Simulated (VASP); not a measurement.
Ta2N: single point with PBE

Crystal: Ta2N.

```
Ta N
1.0
     5.27912    0.00000    0.00000
    -2.63956    4.57185    0.00000
     0.00000    0.00000    5.02150
Ta N
6 3
Direct
  0.62003 0.62003 0.75285
  0.00000 0.37997 0.75285
  0.37997 0.00000 0.75285
  0.37997 0.37997 0.24715
  0.00000 0.62003 0.24715
  0.62003 0.00000 0.24715
  0.66667 0.33333 0.50000
  0.33333 0.66667 0.50000
  0.00000 0.00000 0.00000
```

This cell differs from its parent crystal: atoms shifted along a free coordinate, c/a of the conventional cell at fixed volume 0.9512.

- Program: VASP 6.6.1
- Task: single point
- Functional: PBE
- Potentials or basis: VASP PAW PBE potentials, release 64 (Ta_pv, N)
- Cutoff: 520 eV
- k mesh: 9 × 9 × 8
- Occupations: gaussian, width 0.15 eV
- Spin: no spin polarisation

* Pressure: 15.3 GPa
* Largest force: 5.976 eV/Å
* Band gap on the k mesh: zero (an odd number of electrons rules out a gap without spin polarisation)

Forces in eV/Å, atoms in the order of the input:
```
Ta   2.856  4.947  1.758
Ta   2.856 -4.947  1.758
Ta  -5.712  0.000  1.758
Ta  -2.856 -4.947 -1.758
Ta  -2.856  4.947 -1.758
Ta   5.712  0.000 -1.758
N    0.000  0.000  0.000
N    0.000  0.000  0.000
N    0.000  0.000  0.000
```

Stress tensor (GPa, compression positive):
```
17.51  0.00  0.00
 0.00 17.51  0.00
 0.00  0.00 11.02
```

Levels at points of the mesh, in eV from the Fermi level:
| k point | band 37 | band 38 | band 39 | band 40 | band 41 | band 42 | band 43 | band 44 | band 45 | band 46 |
| --- | --- | --- | --- | --- | --- | --- | --- | --- | --- | --- |
| (0.00, 0.00, 0.00) | -1.77 | -0.87 | -0.39 | -0.39 | -0.35 | -0.35 | 0.23 | 1.35 | 1.35 | 1.98 |
| (0.00, 0.00, 0.50) | -1.32 | -0.95 | -0.45 | -0.45 | -0.32 | 0.21 | 0.21 | 1.07 | 2.19 | 2.19 |

Wall time 6.4 min on 1 thread of Intel(R) Xeon(R) 6975P-C (Granite Rapids), with other jobs on the host, peak memory 0.48 GiB.

Caveat: the stress differs along the axes, from 11 to 18 GPa; spin-orbit coupling is left out, which moves the levels of the heavy elements; forces of over 1 eV/Å act on the atoms, so gaps and moduli don't describe the material at rest.
